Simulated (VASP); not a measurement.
A run of VASP 6.6.1 is set up as follows.

Contents of INCAR:

```
PREC = Accurate ; ENCUT = 600
EDIFF = 1E-8 ; ISMEAR = 0
SIGMA = 0.01 ; LREAL = False
LASPH = True ; NELM = 80
ALGO = Normal ; ISIF = 3
LWAVE = False ; LCHARG = True
IBRION = 6 ; NFREE = 2
POTIM = 0.015 ; NSW = 1
```

The input KPOINTS:

```
regular mesh
0
Gamma
  12 12 12
```

POSCAR

```
C
1.0
    0.0000000000      1.7658688105      1.7658688105
    1.7658688105      0.0000000000      1.7658688105
    1.7658688105      1.7658688105      0.0000000000
C
2
Direct
    0.0000000000      0.0000000000      0.0000000000
    0.2500000000      0.2500000000      0.2500000000
```

Potentials or basis: VASP PAW LDA potentials, release 64 (C).

Launch:

```sh
$ cat potpaw_LDA.64/C/POTCAR > POTCAR
$ mpirun -np 1 vasp_std > vasp.out
```

(1) Predict the elastic constants C11, C12, C44.

(2) Estimate the Voigt bulk modulus.

(3) What does it give for the highest phonon frequency at Γ?

## Answers

(1) 1103, 149, 594 GPa.

(2) 467 GPa.

(3) 1326 cm⁻¹.
